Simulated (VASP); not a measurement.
A run of VASP 6.6.1 is set up as follows.

INCAR

```
SYSTEM = BaSi2C2
PREC = Accurate
ENCUT = 520
EDIFF = 1E-7
ISMEAR = 0
SIGMA = 0.1
LREAL = .FALSE.
LASPH = .TRUE.
NELM = 150
ALGO = Normal
ISIF = 2
LWAVE = .FALSE.
LCHARG = .FALSE.
ISPIN = 2
MAGMOM = 0 0 0 1 1
LORBIT = 11
GGA = PE
NBANDS = 25
```

KPOINTS

```
Automatic mesh
0
G
  6 6 4
  0 0 0
```

The input POSCAR:

```
BaSi2C2
1.0
    2.2139421100     -2.8984884700      0.0000000000
    2.2139421100      2.8984884700      0.0000000000
    0.0000000000      0.0000000000      6.9302186500
Ba Si C
1 2 2
Direct
    0.0000000000      0.0000000000      0.5000000000
    0.6492465000      0.3507535000      0.5000000000
    0.3507535000      0.6492465000      0.5000000000
    0.6903358200      0.6903358200      0.0000000000
    0.3096641800      0.3096641800      0.0000000000
```

Potentials or basis: VASP PAW PBE potentials, release 64 (Ba_sv, Si, C).

Run with:

```sh
$ cat potpaw_PBE.64/Ba_sv/POTCAR potpaw_PBE.64/Si/POTCAR potpaw_PBE.64/C/POTCAR > POTCAR
$ mpirun -np 1 vasp_std > vasp.out
```

Task: What does it give for the largest force?

Result: 6.592 eV/Å.

Task: Estimate the site moments.

Result: Ba -0.00; Si +0.00; C +0.07 μB.

Task: What does it give for the pressure?

Result: 74.1 GPa.

Task: What does it give for the net moment?

Result: 0.22 μB per cell.

Stress tensor (GPa, compression positive):
```
 54.82   0.00   0.00
  0.00 173.06   0.00
  0.00   0.00  -5.45
```

Caveat: the stress differs along the axes, from -5 to 173 GPa; a moment this small can come from the mesh or the smearing; forces of over 1 eV/Å act on the atoms, so gaps and moduli don't describe the material at rest.
